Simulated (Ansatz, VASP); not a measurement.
## Mg in VASP and in Ansatz

Contents of INCAR:

```
ALGO = Normal
EDIFF = 1E-7
EDIFFG = -0.01
ENCUT = 600
GGA = PE
GGA_COMPAT = F
IBRION = 2
ISIF = 3
ISMEAR = 0
LASPH = T
LCHARG = F
LREAL = F
LWAVE = F
NELM = 120
NELMIN = 4
NSW = 80
PREC = Accurate
SIGMA = 0.1
```

File KPOINTS:

```
k-points
0
Gamma
  16 16 16
```

POSCAR

```
Mg
1.0
    0.0000000000      2.3620884568      2.3620884568
    2.3620884568      0.0000000000      2.3620884568
    2.3620884568      2.3620884568      0.0000000000
Mg
1
Direct
    0.0000000000      0.0000000000      0.0000000000
```

Input for Ansatz:

```yaml
crystal:
  lattice:
    - [0.0, 2.3620884568, 2.3620884568]
    - [2.3620884568, 0.0, 2.3620884568]
    - [2.3620884568, 2.3620884568, 0.0]
  atoms:
    - { symbol: Mg, position: [0.0, 0.0, 0.0] }
basis:
  ecutwfc: 420
kpoints:
  mp_grid: { grid: [16, 16, 16] }
hamiltonian:
  xc: pbe
scf:
  occupations: { method: gaussian, width: 0.1 }
output:
  forces: true
  stress: true
  eigenvalues: true
relax:
  adjacent_minimum: "off"
  f_tol: 0.01
  max_steps: 60
  cell: { stress_tol: 0.1 }
```

Alike in both runs: task relaxation of cell and atoms; functional PBE; k mesh 16 × 16 × 16; occupations gaussian, width 0.1 eV; no spin polarisation.

|  | VASP | Ansatz |
| --- | --- | --- |
| version | VASP 6.6.1 | Ansatz 0.2.0 |
| potentials or method | VASP PAW PBE potentials, release 64 (Mg), cutoff 600 eV | scalar-relativistic, plane waves, PAW |
| valence electrons in the cell | 2 | 10 |

|  | VASP | Ansatz | Ansatz less VASP |
| --- | --- | --- | --- |
| gap on the k mesh at the Fermi level, each at its own relaxed structure (eV) | none | none | - |
| relaxed volume (Å³/atom) | 23.04 | 23.15 | +0.106 |
| relaxed cell length with the largest relative difference (Å) | 3.194 | 3.199 | +0.0049 |

A gap of «none» marks a metal or a gap that the smearing closes. VASP's potentials hold 2 valence electrons a cell and Ansatz's 10, so a difference there can come from the potentials and not from the codes.
